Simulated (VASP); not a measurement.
Wanted: the native input for a VASP 6.6.1 run.

* Task: single point
* Functional: PBE
* Potentials or basis: VASP PAW PBE potentials, release 64 (As)
* Cutoff: 520 eV
* k mesh: 12 × 12 × 10
* Occupations: gaussian, width 0.1 eV
* Spin: no spin polarisation
* Dipole correction: no
* Further INCAR settings: ALGO = Normal; EDIFF = 1e-06; NBANDS = 18

The structure of As lies in POSCAR:

```
As
1.0
    4.8902886224      0.0000000000      0.0000000000
   -2.4451443112      4.2351141788      0.0000000000
    0.0000000000      0.0000000000      5.0038622202
As
4
Direct
    0.3333333333      0.6666666667      0.0000000000
    0.6666666667      0.3333333333      0.0000000000
    0.0000000000      0.0000000000      0.5000000000
    0.0000000000      0.0000000000      0.0000000000
```

These files were run (other wordings do the same):

INCAR

```
PREC     = Accurate       # precision mode
ENCUT    = 520            # plane-wave cutoff, eV
EDIFF    = 1E-6           # SCF threshold, eV
ISMEAR   = 0              # smearing method
SIGMA    = 0.1            # smearing width, eV
LREAL    = False          # projectors in reciprocal space
LASPH    = True           # aspherical terms in the spheres
NELM     = 100            # most SCF steps
ALGO     = Normal         # electronic algorithm
ISIF     = 2              # what is computed and relaxed
LWAVE    = False          # write WAVECAR
LCHARG   = False          # write CHGCAR
GGA      = PE             # functional
NBANDS   = 18             # bands
```

KPOINTS

```
regular mesh
0
Gamma
  12 12 10
```

Potentials or basis: VASP PAW PBE potentials, release 64 (As).

The run is started by

```bash
$ cat potpaw_PBE.64/As/POTCAR > POTCAR
$ mpirun -np 1 vasp_std > vasp.out
```

It gave:

```json
{
 "Pressure": "0.1 GPa",
 "Band gap on the k mesh": "zero (band 10 reaches 4.25 eV, above the bottom of band 11 at 2.74 eV)"
}
```

Run time: 58 s on 1 thread of Intel(R) Xeon(R) 6975P-C (Granite Rapids), on a shared host, peak memory 0.31 GiB.
